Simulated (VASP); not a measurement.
# W (Pm-3m) in VASP: further runs

The runs below take W through single point, with PBE.

Everything below comes from runs of VASP 6.6.1. Logs are shortened: lines on timing, memory, paths and dates and some standing lists are left out, and cuts for length are marked.

### Step 1. The cell of the first run

It takes space group Pm-3m (No. 221, cubic). The conventional cell has a = 2.506 Å, b = 2.506 Å, c = 2.506 Å, α = 90.00°, β = 90.00°, γ = 90.00°. W (site symmetry m-3m) has 6 W at 2.51 Å within 3.3 Å.

### Step 2. Single point, PBE

Contents of INCAR:

```
PREC = Accurate ; ENCUT = 520
EDIFF = 1E-6 ; ISMEAR = -1
SIGMA = 0.1 ; LREAL = False
LASPH = True ; NELM = 80
ALGO = Normal ; ISIF = 2
LWAVE = False ; LCHARG = True
GGA = PE ; LELF = True
LVHAR = True ; NBANDS = 13
```

Contents of KPOINTS:

```
Automatic mesh
0
Gamma
  9 9 9
```

Contents of POSCAR:

```
W
1.0
    2.5062407736      0.0000000000      0.0000000000
    0.0000000000      2.5062407736      0.0000000000
    0.0000000000      0.0000000000      2.5062407736
W
1
Direct
    0.0000000000      0.0000000000      0.0000000000
```

Potentials or basis: VASP PAW PBE potentials, release 64 (W_sv).

Run with:

```console
$ cat potpaw_PBE.64/W_sv/POTCAR > POTCAR
$ mpirun -np 1 vasp_std > vasp.out
```

OUTCAR:

```text
PREC = Accurate
   ENCUT = 520
   EDIFF = 1E-6
   ISMEAR = -1
   LREAL = False
   LASPH = True
   NELM = 80
   ISIF = 2
   GGA = PE

 ion  position               nearest neighbor table
   1  0.000  0.000  0.000-

  LATTYP: Found a simple cubic cell.
 ALAT       =     2.5062407736

  Lattice vectors:

 A1 = (   2.5062407736,   0.0000000000,   0.0000000000)
 A2 = (   0.0000000000,   2.5062407736,   0.0000000000)
 A3 = (   0.0000000000,   0.0000000000,   2.5062407736)

Analysis of symmetry for initial positions (statically):
=====================================================================
 Subroutine PRICEL returns:
 Original cell was already a primitive cell.

 Routine SETGRP: Setting up the symmetry group for a
 simple cubic supercell.

 Subroutine GETGRP returns: Found 48 space group operations
 (whereof 48 operations were pure point group operations)
 out of a pool of 48 trial point group operations.

The static configuration has the point symmetry O_h .

Analysis of symmetry for dynamics (positions and initial velocities):
=====================================================================
 Subroutine PRICEL returns:
 Original cell was already a primitive cell.

 Routine SETGRP: Setting up the symmetry group for a
 simple cubic supercell.

 Subroutine GETGRP returns: Found 48 space group operations
 (whereof 48 operations were pure point group operations)
 out of a pool of 48 trial point group operations.

The dynamic configuration has the point symmetry O_h .

 Subroutine INISYM returns: Found 48 space group operations
 (whereof 48 operations are pure point group operations),
 and found     1 'primitive' translations

----------------------------------------------------------------------------------------

                                     Primitive cell

  volume of cell :      15.7423

  direct lattice vectors                    reciprocal lattice vectors
     2.506240774  0.000000000  0.000000000     0.399003963  0.000000000  0.000000000
     0.000000000  2.506240774  0.000000000     0.000000000  0.399003963  0.000000000
     0.000000000  0.000000000  2.506240774     0.000000000  0.000000000  0.399003963

  length of vectors
     2.506240774  2.506240774  2.506240774     0.399003963  0.399003963  0.399003963

  position of ions in fractional coordinates (direct lattice)
     0.000000000  0.000000000  0.000000000
[... 71 lines left out ...]
   LNONCOLLINEAR =      F non collinear calculations
   LSORBIT =      F    spin-orbit coupling
   LASPH  =      T    aspherical Exc in radial PAW
   ENCUT  =  520.0 eV  38.22 Ry    6.18 a.u.   4.66  4.66  4.66*2*pi/ulx,y,z
   NELM   =     80;   NELMIN=  2; NELMDL= -5     # of ELM steps
   EDIFF  = 0.1E-05   stopping-criterion for ELM
   LREAL  =      F    real-space projection
   EDIFFG = 0.1E-04   stopping-criterion for IOM
   NSW    =      0    number of steps for IOM
   IBRION =     -1    ionic relax: 0-MD 1-quasi-New 2-CG
   NFREE  =      0    steps in history (QN), initial steepest desc. (CG)
   ISIF   =      2    stress and relaxation
   ISYM   =      2    0-nonsym 1-usesym 2-fastsym
   POTIM  = 0.5000    time-step for ionic-motion
   TEBEG  =    0.0;   TEEND  =   0.0 temperature during run
   PSTRESS=    0.0 pullay stress
   NELECT =      14.0000    total number of electrons
   NUPDOWN=      -1.0000    fix difference up-down
   EMIN   =  10.00;   EMAX   =-10.00  energy-range for DOS
   EFERMI =   0.00;   METHOD = LEGACY
   ISMEAR =    -1;   SIGMA  =   0.10  broadening in eV -4-tet -1-fermi 0-gaus
   EFERMI_NEDOS =   21; number of points for ismear=-14 and -15
   IALGO  =     38    algorithm
   IMIX   =      4    mixing-type and parameters
     AMIX     =   0.40;   BMIX     =  1.00
     AMIX_MAG =   1.60;   BMIX_MAG =  1.00
  volume/ion in A,a.u.               =      15.74       106.23
  Fermi-wavevector in a.u.,A,eV,Ry     =   1.574326  2.975045 33.722080  2.478503
  Thomas-Fermi vector in A             =   2.675477
   LORBIT       =      0    0 simple, 1 ext, 2 COOP (PROOUT), +10 PAW based schemes
   GGA     = PE    functional components
[... 5 lines left out ...]
 non-spin polarized calculation
  energy-cutoff  :      520.00
  volume of cell :       15.74
 maximum number of plane-waves:       441
 NGX is ok and might be reduce to    20
   NGX =  9   NGY =  9   NGZ =  9

 number of electron      13.9999995 magnetization

 Free energy of the ion-electron system (eV)
  ---------------------------------------------------
  ext. energy  EPLUGINS =         0.00000000
  ---------------------------------------------------
  free energy    TOTEN  =       -11.16772313 eV

  energy without entropy =      -11.13748836  energy(sigma->0) =      -11.15260575

 E-fermi :  11.5299     XC(G=0): -13.5272

 val. band max:       11.4999261724   @ k =   0.4444   0.3333   0.1111
 cond. band min:      11.7620322951   @ k =   0.3333   0.3333   0.2222
 fundamental gap:      0.2621061227
 Fermi energy:        11.5299450650

 k-point     1 :       0.0000    0.0000    0.0000
  band No.  band energies     occupation
      1     -62.5803      2.00000
      2     -25.9237      2.00000
      3     -25.9237      2.00000
      4     -25.9237      2.00000
      5       2.0952      2.00000
      6       6.2325      2.00000
      7       6.2325      2.00000
      8      17.2078      0.00000
      9      17.2078      0.00000
     10      17.2078      0.00000
     11      27.4752      0.00000
     12      27.4752      0.00000
     13      27.4752      0.00000
[... 354 lines left out ...]
  band No.  band energies     occupation
      1     -62.2602      2.00000
      2     -27.6170      2.00000
      3     -27.1686      2.00000
      4     -25.8429      2.00000
      5       5.8298      2.00000
      6       8.5676      2.00000
      7      11.4999      1.14898
      8      12.2108      0.00221
      9      14.7798      0.00000
     10      17.5030      0.00000
     11      22.6487      0.00000
     12      27.0626      0.00000
     13      29.3170      0.00000

 [... further k-points ...]
[... 5 lines left out ...]
  --------------------------------------------------------------------------------------
  -------------------------------------------------------------------------------------
  Total        4.5846381      4.5846381      4.5846381      0.0000000      0.0000000     -0.0000000
  in kB      466.6027251    466.6027251    466.6027251      0.0000000      0.0000000     -0.0000000
  external PRESSURE =     466.6027251 kB  Pullay stress =       0.0000000 kB

 VOLUME and BASIS-vectors are now :
 -----------------------------------------------------------------------------
  energy-cutoff  :      520.00
  volume of cell :       15.74
      direct lattice vectors                 reciprocal lattice vectors
     2.506240774  0.000000000  0.000000000     0.399003963  0.000000000  0.000000000
     0.000000000  2.506240774  0.000000000     0.000000000  0.399003963  0.000000000
     0.000000000  0.000000000  2.506240774     0.000000000  0.000000000  0.399003963

 POSITION                                       TOTAL-FORCE (eV/Angst)
 -----------------------------------------------------------------------------------
      0.00000      0.00000      0.00000         0.000000      0.000000      0.000000
 -----------------------------------------------------------------------------------
    total drift:                                0.000000     -0.000000     -0.000000

  FREE ENERGIE OF THE ION-ELECTRON SYSTEM (eV)
  ---------------------------------------------------
  free  energy   TOTEN  =       -11.1677231317 eV

  energy  without entropy=      -11.1374883596  energy(sigma->0) =      -11.15260575
```

Wall time 5.7 s (1 thread of AMD EPYC 7R43 (Zen 3), shared host); peak memory 0.09 GiB.

What came out:

```yaml
Free_energy: -11.1677 eV
Pressure: 46.7 GPa
Band_gap_on_the_k_mesh: zero (band 7 reaches 13.47 eV, above the bottom of band 8 at 10.97 eV)
```

Levels at points of the mesh, in eV from the Fermi level:
```tsv
k point	band 5	band 6	band 7	band 8	band 9	band 10
(0.00, 0.00, 0.00)	-9.43	-5.30	-5.30	5.68	5.68	5.68
```

Caveat: spin-orbit coupling is left out, which moves the levels of the heavy elements.

### Step 3. Single point, PBE

This run uses another cell than the first one, of 17.28 Å³/atom, 1.098 times its volume.

Contents of INCAR:

```
ALGO = Normal
EDIFF = 1E-6
ENCUT = 520
GGA = PE
ISIF = 2
ISMEAR = -1
LASPH = True
LCHARG = True
LELF = True
LREAL = False
LVHAR = True
LWAVE = False
NBANDS = 13
NELM = 100
PREC = Accurate
SIGMA = 0.1
```

Contents of KPOINTS:

```
k-points
0
Gamma
  9 9 9
```

Contents of POSCAR:

```
W
1.0
    2.5854331836      0.0000000000      0.0000000000
    0.0000000000      2.5854331836      0.0000000000
    0.0000000000      0.0000000000      2.5854331836
W
1
Direct
    0.0000000000      0.0000000000      0.0000000000
```

Potentials or basis: VASP PAW PBE potentials, release 64 (W_sv).

Run with:

```console
$ cat potpaw_PBE.64/W_sv/POTCAR > POTCAR
$ mpirun -np 1 vasp_std > vasp.out
```

Wall time 6.7 s (1 thread of AMD EPYC 7R43 (Zen 3), shared host); peak memory 0.09 GiB.

The run converged. Its results:

| Quantity | Value |
| --- | --- |
| Free energy | -11.4577 eV |
| Pressure | 15.9 GPa |
| Band gap on the k mesh | zero (band 7 reaches 11.99 eV, above the bottom of band 8 at 9.64 eV) |

Levels at points of the mesh, in eV from the Fermi level:
```
           k point  band 5  band 6  band 7  band 8  band 9  band 10
(0.00, 0.00, 0.00)   -8.97   -4.73   -4.73    5.00    5.00     5.00
```

Caveat: spin-orbit coupling is left out, which moves the levels of the heavy elements.
